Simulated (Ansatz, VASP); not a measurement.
Cl: VASP beside Ansatz

```xyz
2
Lattice="3.1865 0.0000 0.0000 -1.5932 2.7596 0.0000 0.0000 0.0000 3.9110" Properties=species:S:1:pos:R:3 pbc="T T T"
Cl    0.0000    1.8397    0.9778
Cl    1.5932    0.9199    2.9333
```

Change from the starting cell: volume scaled by 0.75, PAW files.

Alike in both runs: task single point; functional PBE; k mesh 14 × 14 × 8; occupations fermi-dirac, width 0.08 eV; no spin polarisation.

|  | VASP | Ansatz |
| --- | --- | --- |
| version | VASP 6.6.1 | Ansatz 0.2.0 |
| potentials or method | VASP PAW PBE potentials, release 64 (Cl) | PAW with Ansatz's default frozen-core files, scalar-relativistic |
| plane-wave cutoff (eV) | 520 | 420 |
| valence electrons in the cell | 14 | 14 |

```tsv
	VASP	Ansatz	Ansatz less VASP
pressure (GPa)	14.6	14.8	+0.19
```
